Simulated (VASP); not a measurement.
Set up this calculation in VASP 6.6.1, as the native input.

```
Task                   : single point
Functional             : BLYP
Potentials or basis    : VASP PAW PBE potentials, release 64 (Ru_pv)
Cutoff                 : 520 eV
k mesh                 : 16 × 16 × 16
Occupations            : fermi-dirac, width 0.1 eV
Spin                   : no spin polarisation
Dipole correction      : no
Further INCAR settings : ALGO = Normal; EDIFF = 1e-06; NBANDS = 13
```

The structure of Ru lies in POSCAR:

```
Ru
1.0
   -1.5314092655      1.5314092655      1.5314092655
    1.5314092655     -1.5314092655      1.5314092655
    1.5314092655      1.5314092655     -1.5314092655
Ru
1
Direct
    0.0000000000      0.0000000000      0.0000000000
```

This cell differs from its parent crystal: volume scaled by 0.96.

The input as run:

INCAR

```
SYSTEM = Ru
AGGAC = 1.0
AGGAX = 1.0
ALDAC = 0.0
ALDAX = 1.0
ALGO = Normal
EDIFF = 1E-6
ENCUT = 520
GGA = B5
ISIF = 2
ISMEAR = -1
LASPH = .TRUE.
LCHARG = .TRUE.
LELF = .TRUE.
LREAL = .FALSE.
LVHAR = .TRUE.
LWAVE = .FALSE.
NBANDS = 13
NELM = 80
PREC = Accurate
SIGMA = 0.1
```

KPOINTS

```
k-points
0
G
  16 16 16
  0 0 0
```

Potentials or basis: VASP PAW PBE potentials, release 64 (Ru_pv).

The run is started by

```console
$ cat potpaw_PBE.64/Ru_pv/POTCAR > POTCAR
$ mpirun -np 1 vasp_std > vasp.out
```

Results of the run:

```
Pressure               : 11.5 GPa
Band gap on the k mesh : zero (band 7 reaches 14.23 eV, above the bottom of band 8 at 10.93 eV)
```

Caveat: the PAW data sets were made with another functional, which shifts forces and pressure a little.

It took 36 s on 1 thread of Intel Xeon 8259CL (shared host), peak memory 0.14 GiB.
